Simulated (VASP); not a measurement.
# SnSe3 (Pm-3m) in VASP: notebook, part 3 of 3

VASP 6.6.1. Earlier steps stand in the parts before.

### Step 4. Relaxation of cell and atoms, PBE

This run uses another cell than the first one, of 23.16 Å³/atom, 0.911 times its volume.

Input file INCAR:

```
PREC = Accurate
ENCUT = 600
EDIFF = 1E-6
ISMEAR = 0
SIGMA = 0.1
LREAL = False
LASPH = True
NELM = 80
ALGO = Normal
ISIF = 3
LWAVE = False
LCHARG = False
GGA = PE
IBRION = 2
NSW = 100
EDIFFG = -0.01
```

Input file KPOINTS:

```
regular mesh
0
Gamma
  10 10 10
```

Input file POSCAR:

```
SnSe3
1.0
    4.5247099034      0.0000000000      0.0000000000
    0.0000000000      4.5247099034      0.0000000000
    0.0000000000      0.0000000000      4.5247099034
Sn Se
1 3
Direct
    0.0000000000      0.0000000000      0.0000000000
    0.0000000000      0.5000000000      0.5000000000
    0.5000000000      0.0000000000      0.5000000000
    0.5000000000      0.5000000000      0.0000000000
```

Potentials or basis: VASP PAW PBE potentials, release 64 (Sn_d, Se).

Started as:

```sh
cat potpaw_PBE.64/Sn_d/POTCAR potpaw_PBE.64/Se/POTCAR > POTCAR
mpirun -np 1 vasp_std > vasp.out
```

OUTCAR:

```text
PREC = Accurate
   ENCUT = 600
   EDIFF = 1E-6
   ISMEAR = 0
   LREAL = False
   LASPH = True
   NELM = 80
   ISIF = 3
   GGA = PE
   IBRION = 2
   NSW = 100
   EDIFFG = -0.01

 ion  position               nearest neighbor table
   1  0.000  0.000  0.000-   2 3.20   3 3.20   4 3.20   2 3.20   3 3.20   2 3.20   4 3.20   2 3.20
                             3 3.20   4 3.20   3 3.20   4 3.20
   2  0.000  0.500  0.500-   1 3.20   1 3.20   1 3.20   1 3.20
   3  0.500  0.000  0.500-   1 3.20   1 3.20   1 3.20   1 3.20
   4  0.500  0.500  0.000-   1 3.20   1 3.20   1 3.20   1 3.20

  LATTYP: Found a simple cubic cell.
 ALAT       =     4.5247099034

  Lattice vectors:

 A1 = (   4.5247099034,   0.0000000000,   0.0000000000)
 A2 = (   0.0000000000,   4.5247099034,   0.0000000000)
 A3 = (   0.0000000000,   0.0000000000,   4.5247099034)

Analysis of symmetry for initial positions (statically):
=====================================================================
 Subroutine PRICEL returns:
 Original cell was already a primitive cell.

 Routine SETGRP: Setting up the symmetry group for a
 simple cubic supercell.

 Subroutine GETGRP returns: Found 48 space group operations
 (whereof 48 operations were pure point group operations)
 out of a pool of 48 trial point group operations.

The static configuration has the point symmetry O_h .

Analysis of symmetry for dynamics (positions and initial velocities):
=====================================================================
 Subroutine PRICEL returns:
 Original cell was already a primitive cell.

 Routine SETGRP: Setting up the symmetry group for a
 simple cubic supercell.

 Subroutine GETGRP returns: Found 48 space group operations
 (whereof 48 operations were pure point group operations)
 out of a pool of 48 trial point group operations.

The dynamic configuration has the point symmetry O_h .

 Subroutine INISYM returns: Found 48 space group operations
 (whereof 48 operations are pure point group operations),
 and found     1 'primitive' translations

----------------------------------------------------------------------------------------

                                     Primitive cell

  volume of cell :      92.6344

  direct lattice vectors                    reciprocal lattice vectors
     4.524709903  0.000000000  0.000000000     0.221008644  0.000000000  0.000000000
     0.000000000  4.524709903  0.000000000     0.000000000  0.221008644  0.000000000
     0.000000000  0.000000000  4.524709903     0.000000000  0.000000000  0.221008644

  length of vectors
     4.524709903  4.524709903  4.524709903     0.221008644  0.221008644  0.221008644

  position of ions in fractional coordinates (direct lattice)
     0.000000000  0.000000000  0.000000000
     0.000000000  0.500000000  0.500000000
     0.500000000  0.000000000  0.500000000
     0.500000000  0.500000000  0.000000000

  ion indices of the primitive-cell ions
   primitive index   ion index
                 1           1
                 2           2
                 3           3
                 4           4

----------------------------------------------------------------------------------------

 KPOINTS: regular mesh

Automatic generation of k-mesh.
 Grid dimensions read from file:
[... 23 lines left out ...]
  0.100000  0.000000  0.000000      6.000000
  0.200000  0.000000  0.000000      6.000000
  0.300000  0.000000  0.000000      6.000000
  0.400000  0.000000  0.000000      6.000000
  0.500000  0.000000  0.000000      3.000000
[... 16 lines left out ...]
  0.200000  0.100000  0.100000     24.000000
  0.300000  0.100000  0.100000     24.000000
 [... further k-points ...]
   k-points           NKPTS =     56   k-points in BZ     NKDIM =     56   number of bands    NBANDS=     20
   number of dos      NEDOS =    301   number of ions     NIONS =      4
   total plane-waves  NPLWV =  46656
   dimension x,y,z NGX =    36 NGY =   36 NGZ =   36
   dimension x,y,z NGXF=    72 NGYF=   72 NGZF=   72
   ions per type =               1   3
   NGX,Y,Z   is equivalent  to a cutoff of  13.23, 13.23, 13.23 a.u.
   NGXF,Y,Z  is equivalent  to a cutoff of  26.45, 26.45, 26.45 a.u.
 SYSTEM =  unknown system
   PREC   = accura    normal or accurate (medium, high low for compatibility)
   ISTART =      0    job   : 0-new  1-cont  2-samecut
   ICHARG =      2    charge: 1-file 2-atom 10-const
   ISPIN  =      1    spin polarized calculation?
   LNONCOLLINEAR =      F non collinear calculations
   LSORBIT =      F    spin-orbit coupling
   LASPH  =      T    aspherical Exc in radial PAW
   ENCUT  =  600.0 eV  44.10 Ry    6.64 a.u.   9.04  9.04  9.04*2*pi/ulx,y,z
   NELM   =     80;   NELMIN=  2; NELMDL= -5     # of ELM steps
   EDIFF  = 0.1E-05   stopping-criterion for ELM
   LREAL  =      F    real-space projection
   EDIFFG = -.1E-01   stopping-criterion for IOM
   NSW    =    100    number of steps for IOM
   IBRION =      2    ionic relax: 0-MD 1-quasi-New 2-CG
   NFREE  =      1    steps in history (QN), initial steepest desc. (CG)
   ISIF   =      3    stress and relaxation
   ISYM   =      2    0-nonsym 1-usesym 2-fastsym
   POTIM  = 0.5000    time-step for ionic-motion
   TEBEG  =    0.0;   TEEND  =   0.0 temperature during run
   PSTRESS=    0.0 pullay stress
   NELECT =      32.0000    total number of electrons
   NUPDOWN=      -1.0000    fix difference up-down
   EMIN   =  10.00;   EMAX   =-10.00  energy-range for DOS
   EFERMI =   0.00;   METHOD = LEGACY
   ISMEAR =     0;   SIGMA  =   0.10  broadening in eV -4-tet -1-fermi 0-gaus
   EFERMI_NEDOS =   21; number of points for ismear=-14 and -15
   IALGO  =     38    algorithm
   IMIX   =      4    mixing-type and parameters
     AMIX     =   0.40;   BMIX     =  1.00
     AMIX_MAG =   1.60;   BMIX_MAG =  1.00
  volume/ion in A,a.u.               =      23.16       156.28
  Fermi-wavevector in a.u.,A,eV,Ry     =   1.148684  2.170699 17.952561  1.319476
  Thomas-Fermi vector in A             =   2.285358
   LORBIT       =      0    0 simple, 1 ext, 2 COOP (PROOUT), +10 PAW based schemes
   GGA     = PE    functional components
   LHFCALC =     F    Hartree Fock is set to
   AEXX    =    0.0000 exact exchange contribution
   IVDW    =     0    specifies the selected vdW correction
   LEPSILON=     F    determine dielectric tensor
   LRPA    =     F    only Hartree local field effects (RPA)
 conjugate gradient relaxation of ions
 non-spin polarized calculation
 Gauss-broadening in eV      SIGMA  =   0.10
  energy-cutoff  :      600.00
  volume of cell :       92.63
 maximum number of plane-waves:      3136
   NGX = 19   NGY = 19   NGZ = 19

 number of electron      32.0000002 magnetization

 Free energy of the ion-electron system (eV)
  ---------------------------------------------------
  ext. energy  EPLUGINS =         0.00000000
  ---------------------------------------------------
  free energy    TOTEN  =       -13.00852364 eV

  energy without entropy =      -12.99026541  energy(sigma->0) =      -12.99939453

 E-fermi :   5.6249     XC(G=0): -10.2618

 val. band max:        5.6238060385   @ k =   0.5000   0.1000   0.0000
 cond. band min:       5.6282216285   @ k =   0.3000   0.1000   0.0000
 fundamental gap:      0.0044155900
 Fermi energy:         5.6248882532

 k-point     1 :       0.0000    0.0000    0.0000
  band No.  band energies     occupation
      1     -15.9436      2.00000
      2     -15.9436      2.00000
      3     -15.9350      2.00000
      4     -15.9350      2.00000
      5     -15.9350      2.00000
      6      -9.1980      2.00000
[... 541 lines left out ...]
     19       7.6127      0.00000
     20       9.4167      0.00000

 [... further k-points ...]

------------------------ aborting loop because EDIFF is reached ----------------------------------------

  FORCE on cell =-STRESS in cart. coord.  units (eV):
  Direction    XX          YY          ZZ          XY          YZ          ZX
  --------------------------------------------------------------------------------------
  -------------------------------------------------------------------------------------
  Total        0.0020747      0.0020747      0.0020747     -0.0000000     -0.0000000     -0.0000000
  in kB        0.0358840      0.0358840      0.0358840     -0.0000000     -0.0000000     -0.0000000
  external PRESSURE =       0.0358840 kB  Pullay stress =       0.0000000 kB

 VOLUME and BASIS-vectors are now :
 -----------------------------------------------------------------------------
  energy-cutoff  :      600.00
  volume of cell :       92.63
      direct lattice vectors                 reciprocal lattice vectors
     4.524709903  0.000000000  0.000000000     0.221008644  0.000000000  0.000000000
     0.000000000  4.524709903  0.000000000     0.000000000  0.221008644  0.000000000
     0.000000000  0.000000000  4.524709903     0.000000000  0.000000000  0.221008644

 POSITION                                       TOTAL-FORCE (eV/Angst)
 -----------------------------------------------------------------------------------
      0.00000      0.00000      0.00000         0.000000      0.000000      0.000000
      0.00000      2.26235      2.26235         0.000000      0.000000      0.000000
      2.26235      0.00000      2.26235         0.000000      0.000000      0.000000
      2.26235      2.26235      0.00000         0.000000      0.000000      0.000000
 -----------------------------------------------------------------------------------
    total drift:                                0.000000      0.000000      0.000000

  FREE ENERGIE OF THE ION-ELECTRON SYSTEM (eV)
  ---------------------------------------------------
  free  energy   TOTEN  =       -13.0085236445 eV

  energy  without entropy=      -12.9902654095  energy(sigma->0) =      -12.99939453

 reached required accuracy - stopping structural energy minimisation
```

OSZICAR:

```text
N       E                     dE             d eps       ncg     rms          rms(c)
DAV:   1     0.282673254730E+03    0.28267E+03   -0.15702E+04  2244   0.195E+03
DAV:   2     0.218126776471E+02   -0.26086E+03   -0.25176E+03  2384   0.457E+02
DAV:   3    -0.112968357515E+02   -0.33110E+02   -0.30822E+02  2836   0.137E+02
DAV:   4    -0.130542445003E+02   -0.17574E+01   -0.16771E+01  2480   0.294E+01
DAV:   5    -0.131192463983E+02   -0.65002E-01   -0.63544E-01  3328   0.561E+00    0.448E+00
DAV:   6    -0.130259670947E+02    0.93279E-01   -0.12964E-01  2552   0.339E+00    0.270E+00
DAV:   7    -0.130091957929E+02    0.16771E-01   -0.91330E-02  2756   0.209E+00    0.465E-01
DAV:   8    -0.130084746400E+02    0.72115E-03   -0.13570E-02  2492   0.118E+00    0.881E-02
DAV:   9    -0.130085158139E+02   -0.41174E-04   -0.75918E-04  2552   0.286E-01    0.371E-02
DAV:  10    -0.130085221697E+02   -0.63558E-05   -0.75273E-05  2540   0.711E-02    0.144E-02
DAV:  11    -0.130085249291E+02   -0.27594E-05   -0.21238E-05  2768   0.484E-02    0.467E-03
DAV:  12    -0.130085237464E+02    0.11827E-05   -0.35411E-06  1964   0.175E-02    0.181E-03
DAV:  13    -0.130085236445E+02    0.10196E-06   -0.27578E-07  1428   0.442E-03
   1 F= -.13008524E+02 E0= -.12999395E+02  d E =-.130085E+02
```

Run time: 83 s. Hardware: 1 thread of Intel Xeon 6975P-C, shared host; peak memory 0.28 GiB.

What came out:

```yaml
Free_energy: -13.0085 eV
Pressure_after_relaxing: 0.0 GPa
Band_gap_on_the_k_mesh: zero (band 16 reaches 6.76 eV, above the bottom of band 17 at 5.19 eV)
```

Final structure:
```
CELL_PARAMETERS angstrom
4.52471 0.00000 0.00000
0.00000 4.52471 0.00000
0.00000 0.00000 4.52471
ATOMIC_POSITIONS crystal
Sn 0.00000 0.00000 0.00000
Se 0.00000 0.50000 0.50000
Se 0.50000 0.00000 0.50000
Se 0.50000 0.50000 0.00000
```

Levels at points of the mesh, in eV from the Fermi level:
| k point | band 12 | band 13 | band 14 | band 15 | band 16 | band 17 | band 18 | band 19 | band 20 |
| --- | --- | --- | --- | --- | --- | --- | --- | --- | --- |
| (0.00, 0.00, 0.00) | -4.99 | -1.04 | -1.04 | -1.04 | 0.36 | 0.36 | 0.36 | 4.85 | 4.85 |
| (0.50, 0.00, 0.00) | -3.02 | -3.02 | -2.10 | -1.82 | 0.04 | 0.38 | 0.38 | 0.88 | 3.17 |
| (0.50, 0.50, 0.00) | -3.23 | -2.20 | -2.20 | -2.15 | -1.74 | 0.69 | 1.09 | 1.15 | 4.13 |
| (0.50, 0.50, 0.50) | -5.72 | -5.72 | 1.13 | 1.13 | 1.13 | 1.27 | 1.27 | 5.35 | 5.35 |

Caveat: the relaxation stopped at its first step, so nothing moved; spin-orbit coupling is left out, which moves the levels of the heavy elements.

### Step 5. Relaxation of cell and atoms, PBE

Input file INCAR:

```
PREC     = Accurate       # precision mode
ENCUT    = 600            # plane-wave cutoff, eV
EDIFF    = 1E-6           # SCF threshold, eV
ISMEAR   = 0              # smearing method
SIGMA    = 0.1            # smearing width, eV
LREAL    = False          # projectors in reciprocal space
LASPH    = True           # aspherical terms in the spheres
NELM     = 100            # most SCF steps
ALGO     = Normal         # electronic algorithm
ISIF     = 3              # what is computed and relaxed
LWAVE    = False          # write WAVECAR
LCHARG   = False          # write CHGCAR
GGA      = PE             # functional
IBRION   = 2              # ionic algorithm
NSW      = 100            # ionic steps
EDIFFG   = -0.01          # ionic threshold
```

KPOINTS is that of step 4.

Input file POSCAR:

```
SnSe3
1.0
    4.6683104521      0.0000000000      0.0000000000
    0.0000000000      4.6683104521      0.0000000000
    0.0000000000      0.0000000000      4.6683104521
Sn Se
1 3
Direct
    0.0000000000      0.0000000000      0.0000000000
    0.0000000000      0.5000000000      0.5000000000
    0.5000000000      0.0000000000      0.5000000000
    0.5000000000      0.5000000000      0.0000000000
```

Started as:

```sh
cat potpaw_PBE.64/Sn_d/POTCAR potpaw_PBE.64/Se/POTCAR > POTCAR
mpirun -np 1 vasp_std > vasp.out
```

It took 4.6 min on 1 thread of Intel Xeon 6975P-C, shared host; peak memory 0.34 GiB.

It converged, with:

* Free energy: -13.0090 eV
* Relaxed volume: 23.16 Å³/atom
* Relaxed cell: a = 4.525 Å, b = 4.525 Å, c = 4.525 Å, α = 90.00°, β = 90.00°, γ = 90.00°
* Space group after relaxing (to 0.05 Å): Pm-3m (No. 221)
* Energy gained by relaxing: 31.9 meV/atom
* Ionic steps: 3
* Pressure after relaxing: 0.0 GPa
* Band gap on the k mesh: zero (band 16 reaches 6.75 eV, above the bottom of band 17 at 5.19 eV)

The path:
```tsv
step	energy change (eV)	largest force (eV/Å)	pressure (GPa)	volume (Å³)
1	0.0000	0.0000	-4.14	101.74
2	-0.1273	0.0000	0.18	92.36
3	-0.1275	0.0000	0.01	92.66
```

Final structure:
```
Sn Se
1.0
     4.52508    0.00000    0.00000
     0.00000    4.52508    0.00000
     0.00000    0.00000    4.52508
Sn Se
1 3
Direct
  0.00000 0.00000 0.00000
  0.00000 0.50000 0.50000
  0.50000 0.00000 0.50000
  0.50000 0.50000 0.00000
```

Levels at points of the mesh, in eV from the Fermi level:
```tsv
k point	band 13	band 14	band 15	band 16	band 17	band 18	band 19	band 20
(0.00, 0.00, 0.00)	-1.04	-1.04	-1.04	0.36	0.36	0.36	4.85	4.85
(0.50, 0.00, 0.00)	-3.02	-2.10	-1.82	0.04	0.38	0.38	0.88	3.17
(0.50, 0.50, 0.00)	-2.20	-2.20	-2.15	-1.74	0.69	1.09	1.15	4.13
(0.50, 0.50, 0.50)	-5.72	1.13	1.13	1.13	1.27	1.27	5.35	5.35
```

Caveat: spin-orbit coupling is left out, which moves the levels of the heavy elements.

### Step 6. The runs side by side

```csv
task,cell,k mesh,cutoff (eV),gap on the mesh (eV),pressure (GPa)
single point,"a = 4.668 Å, 4 atoms",4 × 4 × 4,520,none,-3.7
single point,"a = 4.525 Å, 4 atoms",10 × 10 × 10,520,none,0.0
relaxation of cell and atoms,"relaxed from a = 4.525 Å, 4 atoms",10 × 10 × 10,600,none,0.0
relaxation of cell and atoms,"relaxed from a = 4.668 Å, 4 atoms",10 × 10 × 10,600,none,0.0
```

Alike in all rows: level PBE; potentials or basis VASP PAW PBE potentials, release 64 (Sn_d, Se); no spin polarisation; smearing gaussian 0.1 eV.

Caveats: spin-orbit coupling is left out, which moves the levels of the heavy elements; the relaxation stopped at its first step, so nothing moved (some runs).

Total energies depend on the potentials used, so only differences within one code and one set of settings carry meaning.
